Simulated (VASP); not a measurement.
# C (I4_1/amd) in VASP: a series of runs, part 2 of 2

VASP 6.6.1.

## 5. Single point, r2SCAN

This run uses another cell than the first one, of the same volume but with other edges.

Input file POSCAR:

```
C
1.0
    0.0000000000      2.0550234880      1.3357652672
    2.0550234880      0.0000000000      1.3357652672
    2.0550234880      2.0550234880      0.0000000000
C
2
Direct
    0.5000000000      0.5000000000      0.5000000000
    0.7500000000      0.7500000000      0.7500000000
```

Input file INCAR.step1:

```
SYSTEM = C
PREC     = Accurate       ! precision mode
ENCUT    = 910            ! plane-wave cutoff, eV
ISMEAR   = 0              ! smearing method
SIGMA    = 0.05           ! smearing width, eV
LREAL    = .FALSE.        ! projectors in reciprocal space
LASPH    = .TRUE.         ! aspherical terms in the spheres
NELM     = 120            ! most SCF steps
NBANDS   = 11             ! bands
GGA      = PE             ! functional
ALGO     = Normal         ! electronic algorithm
EDIFF    = 1E-5           ! SCF threshold, eV
LWAVE    = .TRUE.         ! write WAVECAR
LCHARG   = .FALSE.        ! write CHGCAR
GGA_COMPAT= .FALSE.
```

Input file INCAR.step2:

```
SYSTEM = C
PREC     = Accurate       ! precision mode
ENCUT    = 910            ! plane-wave cutoff, eV
EDIFF    = 1E-6           ! SCF threshold, eV
ISMEAR   = 0              ! smearing method
SIGMA    = 0.05           ! smearing width, eV
LREAL    = .FALSE.        ! projectors in reciprocal space
LASPH    = .TRUE.         ! aspherical terms in the spheres
NELM     = 120            ! most SCF steps
ALGO     = Normal         ! electronic algorithm
ISIF     = 2              ! what is computed and relaxed
LWAVE    = .FALSE.        ! write WAVECAR
LCHARG   = .FALSE.        ! write CHGCAR
METAGGA  = R2SCAN         ! meta-GGA
LMIXTAU  = .TRUE.       
NBANDS   = 11             ! bands
ISTART   = 1            
GGA_COMPAT= .FALSE.
```

Input file KPOINTS:

```
regular mesh
0
G
  12 12 12
  0 0 0
```

The run is started by

```console
$ cat potpaw_PBE.64/C_h/POTCAR > POTCAR
$ cp INCAR.step1 INCAR
$ mpirun -np 1 vasp_std > vasp.out
$ cp INCAR.step2 INCAR
$ mpirun -np 1 vasp_std > vasp.out
```

It took 39 s on 1 thread of Intel Xeon 6975P-C (Granite Rapids), shared host; peak memory 0.16 GiB.

Results (log left out):

| Quantity | Value |
| --- | --- |
| Free energy | -16.8557 eV |
| Pressure | 1.5 GPa |
| Band gap on the k mesh | zero (band 4 reaches 14.53 eV, above the bottom of band 5 at 9.16 eV) |

Stress tensor (GPa, compression positive):
```
-66.89   0.00   0.00
  0.00 -66.89   0.00
  0.00   0.00 138.30
```

Levels at points of the mesh, in eV from the Fermi level:
```tsv
k point	band 1	band 2	band 3	band 4	band 5	band 6	band 7	band 8
(0.00, 0.00, 0.00)	-22.97	-2.00	-2.00	3.04	4.05	9.23	9.23	10.92
(0.50, 0.00, 0.00)	-16.11	-13.76	-5.65	-1.53	2.36	6.60	11.22	16.02
(0.50, 0.50, 0.00)	-10.21	-10.21	-9.27	-9.27	-0.26	-0.26	17.86	17.86
(0.50, 0.00, 0.50)	-15.74	-15.74	-3.14	-3.14	9.94	9.94	11.44	11.44
```

Caveat: the cutoff is under 1.25 times the usual one of these potentials, so pressure, stress and relaxed cells hold a basis-set (Pulay) error; the PAW data sets were made with another functional, which shifts forces and pressure a little.

## 6. Single point, r2SCAN

This run uses another cell than the first one, of the same volume but with other edges.

Input file POSCAR:

```
C
1.0
    0.0000000000      1.9982420983      1.4127571635
    1.9982420983      0.0000000000      1.4127571635
    1.9982420983      1.9982420983      0.0000000000
C
2
Direct
    0.5000000000      0.5000000000      0.5000000000
    0.7500000000      0.7500000000      0.7500000000
```

Input file INCAR.step1:

```
ALGO = Normal ; EDIFF = 1E-5
ENCUT = 910 ; GGA = PE
GGA_COMPAT = F ; ISMEAR = 0
LASPH = T ; LCHARG = F
LREAL = F ; LWAVE = T
NBANDS = 11 ; NELM = 120
PREC = Accurate ; SIGMA = 0.05
```

Input file INCAR.step2:

```
ALGO = Normal ; EDIFF = 1E-6
ENCUT = 910 ; GGA_COMPAT = F
ISIF = 2 ; ISMEAR = 0
ISTART = 1 ; LASPH = T
LCHARG = T ; LELF = T
LMIXTAU = T ; LREAL = F
LVHAR = T ; LWAVE = F
METAGGA = R2SCAN ; NBANDS = 11
NELM = 120 ; PREC = Accurate
SIGMA = 0.05
```

Input file KPOINTS:

```
k-points
0
Gamma
  12 12 12
```

Potentials or basis: VASP PAW PBE potentials, release 64 (C_h).

The run is started by

```console
$ cat potpaw_PBE.64/C_h/POTCAR > POTCAR
$ cp INCAR.step1 INCAR
$ mpirun -np 1 vasp_std > vasp.out
$ cp INCAR.step2 INCAR
$ mpirun -np 1 vasp_std > vasp.out
```

OUTCAR:

```text
EDIFF = 1E-6
   ENCUT = 910
   ISIF = 2
   ISMEAR = 0
   ISTART = 1
   LASPH = T
   LREAL = F
   METAGGA = R2SCAN
   NELM = 120
   PREC = Accurate

 ion  position               nearest neighbor table
   1  0.500  0.500  0.500-
   2  0.750  0.750  0.750-

  LATTYP: Found a body centered tetragonal cell.
 ALAT       =     2.8259410763
 C/A-ratio  =     0.9998489886

  Lattice vectors:

 A1 = (   0.0000000000,  -1.9982420983,  -1.4127571635)
 A2 = (   0.0000000000,   1.9982420983,  -1.4127571635)
 A3 = (   1.9982420983,   0.0000000000,   1.4127571635)

Analysis of symmetry for initial positions (statically):
=====================================================================
 Subroutine PRICEL returns:
 Original cell was already a primitive cell.

 Routine SETGRP: Setting up the symmetry group for a
 body centered tetragonal supercell.

 Subroutine GETGRP returns: Found 16 space group operations
 (whereof  8 operations were pure point group operations)
 out of a pool of 16 trial point group operations.

The static configuration has the point symmetry D_2d.
 The point group associated with its full space group is D_4h.

Analysis of symmetry for dynamics (positions and initial velocities):
=====================================================================
 Subroutine PRICEL returns:
 Original cell was already a primitive cell.

 Routine SETGRP: Setting up the symmetry group for a
 body centered tetragonal supercell.

 Subroutine GETGRP returns: Found 16 space group operations
 (whereof  8 operations were pure point group operations)
 out of a pool of 16 trial point group operations.

The dynamic configuration has the point symmetry D_2d.
 The point group associated with its full space group is D_4h.

 Subroutine INISYM returns: Found 16 space group operations
 (whereof  8 operations are pure point group operations),
 and found     1 'primitive' translations

----------------------------------------------------------------------------------------

                                     Primitive cell

  volume of cell :      11.2822

  direct lattice vectors                    reciprocal lattice vectors
     0.000000000  1.998242098  1.412757164    -0.250219931  0.250219931  0.353917866
     1.998242098  0.000000000  1.412757164     0.250219931 -0.250219931  0.353917866
     1.998242098  1.998242098  0.000000000     0.250219931  0.250219931 -0.353917866

  length of vectors
     2.447213576  2.447213576  2.825941076     0.500477655  0.500477655  0.500477655

  position of ions in fractional coordinates (direct lattice)
     0.500000000  0.500000000  0.500000000
     0.750000000  0.750000000  0.750000000

  ion indices of the primitive-cell ions
   primitive index   ion index
                 1           1
                 2           2

----------------------------------------------------------------------------------------

 KPOINTS: k-points

Automatic generation of k-mesh.
 Grid dimensions read from file:
 generate k-points for:   12   12   12

 Generating k-lattice:

  Cartesian coordinates                     Fractional coordinates (reciprocal lattice)
    -0.020851661  0.020851661  0.029493155     0.083333333  0.000000000  0.000000000
     0.020851661 -0.020851661  0.029493155     0.000000000  0.083333333  0.000000000
     0.020851661  0.020851661 -0.029493155     0.000000000  0.000000000  0.083333333

  Length of vectors
     0.041706471  0.041706471  0.041706471

  Shift w.r.t. Gamma in fractional coordinates (k-lattice)
     0.000000000  0.000000000  0.000000000

 Subroutine IBZKPT returns following result:
 ===========================================

 Found    163 irreducible k-points:

 Following reciprocal coordinates:
            Coordinates               Weight
  0.000000  0.000000  0.000000      1.000000
  0.083333  0.000000  0.000000      8.000000
  0.166667  0.000000  0.000000      8.000000
  0.250000  0.000000  0.000000      8.000000
  0.333333 -0.000000  0.000000      8.000000
  0.416667 -0.000000  0.000000      8.000000
[... 16 lines left out ...]
  0.500000  0.166667  0.000000      8.000000
 -0.416667  0.166667  0.000000      8.000000
 [... further k-points ...]
   k-points           NKPTS =    163   k-points in BZ     NKDIM =    163   number of bands    NBANDS=     11
   number of dos      NEDOS =    301   number of ions     NIONS =      2
   total plane-waves  NPLWV =  16128
   dimension x,y,z NGX =    24 NGY =   24 NGZ =   28
   dimension x,y,z NGXF=    48 NGYF=   48 NGZF=   56
   ions per type =               2
   NGX,Y,Z   is equivalent  to a cutoff of  16.30, 16.30, 16.47 a.u.
   NGXF,Y,Z  is equivalent  to a cutoff of  32.61, 32.61, 32.94 a.u.
 SYSTEM =  unknown system
   PREC   = accura    normal or accurate (medium, high low for compatibility)
   ISTART =      1    job   : 0-new  1-cont  2-samecut
   ICHARG =      0    charge: 1-file 2-atom 10-const
   ISPIN  =      1    spin polarized calculation?
   LNONCOLLINEAR =      F non collinear calculations
   LSORBIT =      F    spin-orbit coupling
   LASPH  =      T    aspherical Exc in radial PAW
   ENCUT  =  910.0 eV  66.88 Ry    8.18 a.u.   6.02  6.02  6.95*2*pi/ulx,y,z
   NELM   =    120;   NELMIN=  2; NELMDL=  0     # of ELM steps
   EDIFF  = 0.1E-05   stopping-criterion for ELM
   LREAL  =      F    real-space projection
   EDIFFG = 0.1E-04   stopping-criterion for IOM
   NSW    =      0    number of steps for IOM
   IBRION =     -1    ionic relax: 0-MD 1-quasi-New 2-CG
   NFREE  =      0    steps in history (QN), initial steepest desc. (CG)
   ISIF   =      2    stress and relaxation
   ISYM   =      2    0-nonsym 1-usesym 2-fastsym
   POTIM  = 0.5000    time-step for ionic-motion
   TEBEG  =    0.0;   TEEND  =   0.0 temperature during run
   PSTRESS=    0.0 pullay stress
   NELECT =       8.0000    total number of electrons
   NUPDOWN=      -1.0000    fix difference up-down
   EMIN   =  10.00;   EMAX   =-10.00  energy-range for DOS
   EFERMI =   0.00;   METHOD = LEGACY
   ISMEAR =     0;   SIGMA  =   0.05  broadening in eV -4-tet -1-fermi 0-gaus
   EFERMI_NEDOS =   21; number of points for ismear=-14 and -15
   IALGO  =     38    algorithm
   IMIX   =      4    mixing-type and parameters
     AMIX     =   0.40;   BMIX     =  1.00
     AMIX_MAG =   1.60;   BMIX_MAG =  1.00
  volume/ion in A,a.u.               =       5.64        38.07
  Fermi-wavevector in a.u.,A,eV,Ry     =   1.459846  2.758708 28.996044  2.131149
  Thomas-Fermi vector in A             =   2.576365
   LORBIT       =      0    0 simple, 1 ext, 2 COOP (PROOUT), +10 PAW based schemes
   METAGGA = R2SCAN    functional components
   LHFCALC =     F    Hartree Fock is set to
   AEXX    =    0.0000 exact exchange contribution
   IVDW    =     0    specifies the selected vdW correction
   LEPSILON=     F    determine dielectric tensor
   LRPA    =     F    only Hartree local field effects (RPA)
 non-spin polarized calculation
 Gauss-broadening in eV      SIGMA  =   0.05
  energy-cutoff  :      910.00
  volume of cell :       11.28
 maximum number of plane-waves:       715
   NGX = 13   NGY = 13   NGZ = 13

 number of electron       8.0000000 magnetization

 Free energy of the ion-electron system (eV)
  ---------------------------------------------------
  ext. energy  EPLUGINS =         0.00000000
  ---------------------------------------------------
  free energy    TOTEN  =       -17.66268949 eV

  energy without entropy =      -17.66250683  energy(sigma->0) =      -17.66259816

 E-fermi :  11.8667     XC(G=0): -14.4414

 val. band max:       11.6788036241   @ k =   0.5000   0.3333   0.0000
 cond. band min:      11.8896280872   @ k =   0.1667   0.0833   0.0000
 fundamental gap:      0.2108244631
 Fermi energy:        11.8666814489

 k-point     1 :       0.0000    0.0000    0.0000
  band No.  band energies     occupation
      1     -11.5669      2.00000
      2       9.7402      2.00000
      3       9.7402      2.00000
      4      13.8470      0.00000
      5      15.3636      0.00000
      6      19.7229      0.00000
      7      19.7229      0.00000
      8      23.4710      0.00000
      9      30.4837      0.00000
     10      33.1588      0.00000
     11      35.9877      0.00000
[... 309 lines left out ...]
 k-point    24 :      -0.4167    0.1667    0.0000
  band No.  band energies     occupation
      1      -5.5598      2.00000
      2      -0.2856      2.00000
      3       4.6910      2.00000
      4       8.2046      2.00000
      5      14.7710      0.00000
      6      21.5082      0.00000
      7      22.5011      0.00000
      8      26.0007      0.00000
      9      33.2747      0.00000
     10      35.5240      0.00000
     11      37.5447      0.00000

 [... further k-points ...]
[... 5 lines left out ...]
  --------------------------------------------------------------------------------------
  -------------------------------------------------------------------------------------
  Total       -4.5644893     -4.5644893      9.3876409      0.0000000      0.0000000      0.0000000
  in kB     -648.2000436   -648.2000436   1333.1325404      0.0000000      0.0000000      0.0000000
  external PRESSURE =      12.2441511 kB  Pullay stress =       0.0000000 kB

 VOLUME and BASIS-vectors are now :
 -----------------------------------------------------------------------------
  energy-cutoff  :      910.00
  volume of cell :       11.28
      direct lattice vectors                 reciprocal lattice vectors
     0.000000000  1.998242098  1.412757164    -0.250219931  0.250219931  0.353917866
     1.998242098  0.000000000  1.412757164     0.250219931 -0.250219931  0.353917866
     1.998242098  1.998242098  0.000000000     0.250219931  0.250219931 -0.353917866

 POSITION                                       TOTAL-FORCE (eV/Angst)
 -----------------------------------------------------------------------------------
      1.99824      1.99824      1.41276         0.000000      0.000000      0.000000
      2.99736      2.99736      2.11914        -0.000000     -0.000000      0.000000
 -----------------------------------------------------------------------------------
    total drift:                                0.000000      0.000000      0.000000

  FREE ENERGIE OF THE ION-ELECTRON SYSTEM (eV)
  ---------------------------------------------------
  free  energy   TOTEN  =       -17.6626894872 eV

  energy  without entropy=      -17.6625068312  energy(sigma->0) =      -17.66259816
```

It took 49 s on 1 thread of Intel Xeon 6975P-C (Granite Rapids), shared host; peak memory 0.16 GiB.

Results:

* Free energy: -17.6627 eV
* Pressure: 1.2 GPa
* Band gap on the k mesh: zero (band 4 reaches 13.85 eV, above the bottom of band 5 at 10.18 eV)

Caveat: the cutoff is under 1.25 times the usual one of these potentials, so pressure, stress and relaxed cells hold a basis-set (Pulay) error; the PAW data sets were made with another functional, which shifts forces and pressure a little.

## 7. Overview

| potentials or basis | cell | cutoff (eV) | second run | gap on the mesh (eV) | pressure (GPa) |
| --- | --- | --- | --- | --- | --- |
| VASP PAW PBE potentials, release 64 (C) | a = 2.803, b = 2.803, c = 2.199 Å, angles 66.9, 66.9, 46.2°, 2 atoms | 520 | - | none | 13.1 |
| VASP PAW PBE potentials, release 64 (C_h) | a = 2.466, b = 2.466, c = 2.658 Å, angles 57.4, 57.4, 65.2°, 2 atoms | 910 | hard_potentials | 0.34 | 0.0 |
| VASP PAW PBE potentials, release 64 (C_h) | a = 2.675, b = 2.675, c = 2.307 Å, angles 64.5, 64.5, 51.1°, 2 atoms | 910 | hard_potentials | 0.93 | 3.8 |
| VASP PAW PBE potentials, release 64 (C_h) | a = 2.451, b = 2.451, c = 2.906 Å, angles 53.6, 53.6, 72.7°, 2 atoms | 910 | hard_potentials | none | 1.5 |
| VASP PAW PBE potentials, release 64 (C_h) | a = 2.447, b = 2.447, c = 2.826 Å, angles 54.7, 54.7, 70.5°, 2 atoms | 910 | hard_potentials | none | 1.2 |

Alike in all rows: task single point; level r2SCAN; no spin polarisation; k mesh 12 × 12 × 12; smearing gaussian 0.05 eV.

Caveats: the PAW data sets were made with another functional, which shifts forces and pressure a little; the cutoff is under 1.25 times the usual one of these potentials, so pressure, stress and relaxed cells hold a basis-set (Pulay) error (some runs).

Total energies depend on the potentials used, so only differences within one code and one set of settings carry meaning.
